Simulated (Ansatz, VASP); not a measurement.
CsBr in VASP and in Ansatz

Contents of POSCAR:

```
CsBr
1.0
    4.2860000000      0.0000000000      0.0000000000
    0.0000000000      4.2860000000      0.0000000000
    0.0000000000      0.0000000000      4.2860000000
Cs Br
1 1
Direct
    0.0000000000      0.0000000000      0.0000000000
    0.5000000000      0.5000000000      0.5000000000
```

File INCAR.step1:

```
SYSTEM = CsBr
  ALGO = Normal
  EDIFF = 1E-5
  EDIFFG = -0.01
  ENCUT = 500
  GGA = PE
  GGA_COMPAT = .False.
  IBRION = 2
  ISMEAR = -1
  LASPH = .True.
  LCHARG = .False.
  LREAL = .False.
  LWAVE = .True.
  NELM = 120
  NELMIN = 4
  NSW = 100
  PREC = Accurate
  SIGMA = 0.03
```

The input INCAR.step2:

```
SYSTEM = CsBr
  ALGO = Normal
  EDIFF = 1E-7
  EDIFFG = -0.01
  ENCUT = 500
  GGA_COMPAT = .False.
  IBRION = 2
  ISIF = 2
  ISMEAR = -1
  ISTART = 1
  LASPH = .True.
  LCHARG = .False.
  LMIXTAU = .True.
  LREAL = .False.
  LWAVE = .False.
  METAGGA = R2SCAN
  NELM = 120
  NELMIN = 4
  NSW = 50
  PREC = Accurate
  SIGMA = 0.03
```

File KPOINTS:

```
k-points
0
Gamma
  7 7 7
  0 0 0
```

Input for Ansatz:

```yaml
crystal:
  lattice:
    - [4.286, 0.0, 0.0]
    - [0.0, 4.286, 0.0]
    - [0.0, 0.0, 4.286]
  atoms:
    - { symbol: Cs, position: [0.0, 0.0, 0.0] }
    - { symbol: Br, position: [0.5, 0.5, 0.5] }
kpoints:
  mp_grid: { grid: [7, 7, 7] }
scf:
  occupations: { method: fermi_dirac, width: 0.03 }
hamiltonian:
  xc: r2scan
  pseudopotentials: { kind: paw }
output:
  forces: true
  stress: true
  write_density: true
  write_potential: true
  elf: true
  volumetric_format: npy
relax:
  f_tol: 0.01
  max_steps: 30
```

Alike in both runs: task relaxation of the atoms; functional r2SCAN; k mesh 7 × 7 × 7; occupations fermi-dirac, width 0.03 eV; no spin polarisation.

|  | VASP | Ansatz |
| --- | --- | --- |
| version | VASP 6.6.1 | Ansatz 0.2.0 |
| potentials or method | VASP PAW PBE potentials, release 64 (Cs_sv, Br) | PAW with Ansatz's default frozen-core files, scalar-relativistic |
| plane-wave cutoff (eV) | 500 | 500 |
| valence electrons in the cell | 16 | 16 |

```csv
,VASP,Ansatz,Ansatz less VASP
"gap on the k mesh at the Fermi level, each at its own relaxed structure (eV)",5.29,5.30,+0.015
```

VASP's potentials were made for PBE, not for r2SCAN. Ansatz's warnings: stress scf threshold loose.

Neither program's run includes spin-orbit coupling. Noted on VASP's run: the relaxation stopped at its first step, so nothing moved.
